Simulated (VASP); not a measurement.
# Te2Mo in VASP: a series of runs, part 3 of 3

VASP 6.6.1. Earlier steps stand in the parts before.

## Step 6: Single point, PBE (53.69 Å³/atom)

INCAR reads:

```
ALGO = Normal ; EDIFF = 1E-7
ENCUT = 520 ; GGA = PE
ISIF = 2 ; ISMEAR = 0
LASPH = T ; LCHARG = F
LREAL = F ; LWAVE = F
NBANDS = 20 ; NELM = 60
PREC = Accurate ; SIGMA = 0.05
```

KPOINTS reads:

```
k-points
0
Gamma
  12 12 2
```

POSCAR reads:

```
Te2Mo
1.0
    3.2875317368      0.0000000000      0.0000000000
   -1.6437658684      2.8470859998      0.0000000000
    0.0000000000      0.0000000000     17.2069411102
Te Mo
2 1
Direct
    0.3333333333      0.6666666667      0.8967969900
    0.3333333333      0.6666666667      0.1032030100
    0.0000000000      0.0000000000      0.0000000000
```

Potentials or basis: VASP PAW PBE potentials, release 64 (Te, Mo_sv).

Run with:

```console
$ cat potpaw_PBE.64/Te/POTCAR potpaw_PBE.64/Mo_sv/POTCAR > POTCAR
$ mpirun -np 1 vasp_std > vasp.out
```

OUTCAR:

```text
EDIFF = 1E-7
   ENCUT = 520
   GGA = PE
   ISIF = 2
   ISMEAR = 0
   LASPH = T
   LREAL = F
   NELM = 60
   PREC = Accurate

 ion  position               nearest neighbor table
   1  0.333  0.667  0.897-   3 2.60   3 2.60   3 2.60   2 3.55
   2  0.333  0.667  0.103-   3 2.60   3 2.60   3 2.60   1 3.55
   3  0.000  0.000  0.000-   1 2.60   2 2.60   1 2.60   2 2.60   1 2.60   2 2.60

  LATTYP: Found a hexagonal cell.
 ALAT       =     3.2875317368
 C/A-ratio  =     5.2339999999

  Lattice vectors:

 A1 = (   3.2875317368,   0.0000000000,   0.0000000000)
 A2 = (  -1.6437658684,   2.8470859998,   0.0000000000)
 A3 = (   0.0000000000,   0.0000000000,  17.2069411102)

Analysis of symmetry for initial positions (statically):
=====================================================================
 Subroutine PRICEL returns:
 Original cell was already a primitive cell.

 Routine SETGRP: Setting up the symmetry group for a
 hexagonal supercell.

 Subroutine GETGRP returns: Found 12 space group operations
 (whereof 12 operations were pure point group operations)
 out of a pool of 24 trial point group operations.

The static configuration has the point symmetry D_3h.

Analysis of symmetry for dynamics (positions and initial velocities):
=====================================================================
 Subroutine PRICEL returns:
 Original cell was already a primitive cell.

 Routine SETGRP: Setting up the symmetry group for a
 hexagonal supercell.

 Subroutine GETGRP returns: Found 12 space group operations
 (whereof 12 operations were pure point group operations)
 out of a pool of 24 trial point group operations.

The dynamic configuration has the point symmetry D_3h.

 Subroutine INISYM returns: Found 12 space group operations
 (whereof 12 operations are pure point group operations),
[... 112 lines left out ...]
   EFERMI =   0.00;   METHOD = LEGACY
   ISMEAR =     0;   SIGMA  =   0.05  broadening in eV -4-tet -1-fermi 0-gaus
   EFERMI_NEDOS =   21; number of points for ismear=-14 and -15
   IALGO  =     38    algorithm
   IMIX   =      4    mixing-type and parameters
     AMIX     =   0.40;   BMIX     =  1.00
     AMIX_MAG =   1.60;   BMIX_MAG =  1.00
  volume/ion in A,a.u.               =      53.69       362.28
  Fermi-wavevector in a.u.,A,eV,Ry     =   0.891404  1.684509 10.811202  0.794601
  Thomas-Fermi vector in A             =   2.013220
   LORBIT       =      0    0 simple, 1 ext, 2 COOP (PROOUT), +10 PAW based schemes
   GGA     = PE    functional components
   LHFCALC =     F    Hartree Fock is set to
   AEXX    =    0.0000 exact exchange contribution
   IVDW    =     0    specifies the selected vdW correction
   LEPSILON=     F    determine dielectric tensor
   LRPA    =     F    only Hartree local field effects (RPA)
 non-spin polarized calculation
 Gauss-broadening in eV      SIGMA  =   0.05
  energy-cutoff  :      520.00
  volume of cell :      161.06
 maximum number of plane-waves:      4380
   NGX = 13   NGY = 13   NGZ = 63

 number of electron      26.0000003 magnetization

 Free energy of the ion-electron system (eV)
  ---------------------------------------------------
  ext. energy  EPLUGINS =         0.00000000
  ---------------------------------------------------
  free energy    TOTEN  =       -17.24857283 eV

  energy without entropy =      -17.24857283  energy(sigma->0) =      -17.24857283

 E-fermi :   1.6943     XC(G=0):  -5.1483

 val. band max:        1.3546565457   @ k =   0.5000  -0.0000   0.0000
 cond. band min:       2.4351910159   @ k =   0.2500   0.1667   0.0000
 fundamental gap:      1.0805344702
 Fermi energy:         1.6943328418

 k-point     1 :       0.0000    0.0000    0.0000
  band No.  band energies     occupation
      1     -59.2448      2.00000
      2     -33.6059      2.00000
      3     -33.2581      2.00000
      4     -33.2581      2.00000
      5     -12.5470      2.00000
      6     -11.4354      2.00000
[... 541 lines left out ...]
     19       7.1985      0.00000
     20       7.7241      0.00000

 [... further k-points ...]

------------------------ aborting loop because EDIFF is reached ----------------------------------------

  FORCE on cell =-STRESS in cart. coord.  units (eV):
  Direction    XX          YY          ZZ          XY          YZ          ZX
  --------------------------------------------------------------------------------------
  -------------------------------------------------------------------------------------
  Total        9.6936693      9.6936693      8.2792133      0.0000000      0.0000000      0.0000000
  in kB       96.4327543     96.4327543     82.3617260      0.0000000      0.0000000      0.0000000
  external PRESSURE =      91.7424116 kB  Pullay stress =       0.0000000 kB

 VOLUME and BASIS-vectors are now :
 -----------------------------------------------------------------------------
  energy-cutoff  :      520.00
  volume of cell :      161.06
      direct lattice vectors                 reciprocal lattice vectors
     3.287531737  0.000000000  0.000000000     0.304179573  0.175618158  0.000000000
    -1.643765868  2.847086000  0.000000000     0.000000000  0.351236317  0.000000000
     0.000000000  0.000000000 17.206941110     0.000000000  0.000000000  0.058116082

 POSITION                                       TOTAL-FORCE (eV/Angst)
 -----------------------------------------------------------------------------------
     -0.00000      1.89806     15.43113         0.000000     -0.000000     -2.334417
     -0.00000      1.89806      1.77581         0.000000      0.000000      2.334417
      0.00000      0.00000      0.00000        -0.000000     -0.000000     -0.000000
 -----------------------------------------------------------------------------------
    total drift:                                0.000000     -0.000000     -0.000000

  FREE ENERGIE OF THE ION-ELECTRON SYSTEM (eV)
  ---------------------------------------------------
  free  energy   TOTEN  =       -17.2485728340 eV

  energy  without entropy=      -17.2485728340  energy(sigma->0) =      -17.24857283
```

Run time: 79 s. Hardware: 1 thread of AMD EPYC 9R45 (Zen 5), shared host; peak memory 0.29 GiB.

What came out:

| Property | Result |
| --- | --- |
| Free energy | -17.2486 eV |
| Largest force | 2.334 eV/Å |
| Band gap on the k mesh | 1.08 eV (least direct gap 1.63 eV) |

Forces on the atoms (eV/Å):
```
Te   0.000  0.000 -2.334
Te   0.000  0.000  2.334
Mo   0.000  0.000  0.000
```

Levels at points of the mesh, in eV from the valence-band top:
| k point | band 9 | band 10 | band 11 | band 12 | band 13 | band 14 | band 15 | band 16 | band 17 | band 18 |
| --- | --- | --- | --- | --- | --- | --- | --- | --- | --- | --- |
| (0.00, 0.00, 0.00) | -1.91 | -1.91 | -1.27 | -0.94 | -0.94 | 3.85 | 3.94 | 3.94 | 4.22 | 4.36 |
| (0.50, 0.00, 0.00) | -4.00 | -2.69 | -2.21 | -1.15 | 0.00 | 1.81 | 1.89 | 3.53 | 4.29 | 4.36 |
| (0.00, 0.00, 0.50) | -1.91 | -1.91 | -1.27 | -0.94 | -0.94 | 3.94 | 3.94 | 4.00 | 4.01 | 4.36 |
| (0.50, 0.00, 0.50) | -4.00 | -2.69 | -2.21 | -1.15 | 0.00 | 1.81 | 1.89 | 3.53 | 4.29 | 4.36 |

Caveat: there is no dipole correction, which matters where the two faces differ; spin-orbit coupling is left out, which moves the levels of the heavy elements.

## Step 7: Summary

```csv
cell,gap on the mesh (eV),largest force (eV/Å)
"a = 3.492, b = 3.492, c = 15.252 Å, angles 90.0, 90.0, 120.0°, 3 atoms",0.51,4.95
"a = 3.222, b = 3.222, c = 17.913 Å, angles 90.0, 90.0, 120.0°, 3 atoms",0.59,1.53
"a = 3.354, b = 3.354, c = 16.529 Å, angles 90.0, 90.0, 120.0°, 3 atoms",1.38,3.17
"a = 3.422, b = 3.422, c = 15.878 Å, angles 90.0, 90.0, 120.0°, 3 atoms",1.10,4.04
"a = 3.288, b = 3.288, c = 17.207 Å, angles 90.0, 90.0, 120.0°, 3 atoms",1.08,2.33
```

Alike in all rows: task single point; level PBE; potentials or basis VASP PAW PBE potentials, release 64 (Te, Mo_sv); no spin polarisation; k mesh 12 × 12 × 2; cutoff (eV) 520; smearing gaussian 0.05 eV.

Caveats: there is no dipole correction, which matters where the two faces differ; spin-orbit coupling is left out, which moves the levels of the heavy elements.

Absolute energies hang on the potentials; compare differences alone.
